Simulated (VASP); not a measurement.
Runs of VASP 6.6.1 on Ag. The structure is that of space group P6_3/mmc (No. 194), or close to it. The cells are those of the table. This isn't the form of Ag at room conditions, which is fcc.

```csv
cell,k mesh,gap on the mesh (eV),pressure (GPa)
"a = 2.894, b = 2.894, c = 4.732 Å, angles 90.0, 90.0, 120.0°, 2 atoms",18 × 18 × 10,none,1.2
"a = 2.869, b = 2.869, c = 4.692 Å, angles 90.0, 90.0, 120.0°, 2 atoms",18 × 18 × 10,none,(a)
"a = 2.904, b = 2.904, c = 4.748 Å, angles 90.0, 90.0, 120.0°, 2 atoms",18 × 18 × 10,none,0.1
"a = 2.991, b = 2.991, c = 4.633 Å, angles 90.0, 90.0, 120.0°, 2 atoms",24 × 24 × 12,none,(b)
"a = 2.817, b = 2.817, c = 4.607 Å, angles 90.0, 90.0, 120.0°, 2 atoms",18 × 18 × 10,none,12.3
```

Alike in all rows: task single point; level r2SCAN; potentials or basis VASP PAW PBE potentials, release 64 (Ag); no spin polarisation; cutoff (eV) 520; smearing gaussian 0.1 eV.

Question: Fill in the values left out.

Answer: (a) 4.2; (b) -2.8.

Caveats: the PAW data sets were made with another functional, which shifts forces and pressure a little; the cell stands under pressure (at least some runs).

A k mesh can miss the band edges, and the runs leave out spin-orbit coupling on Ag.

A gap of «none» marks levels without a gap at the run's occupations.
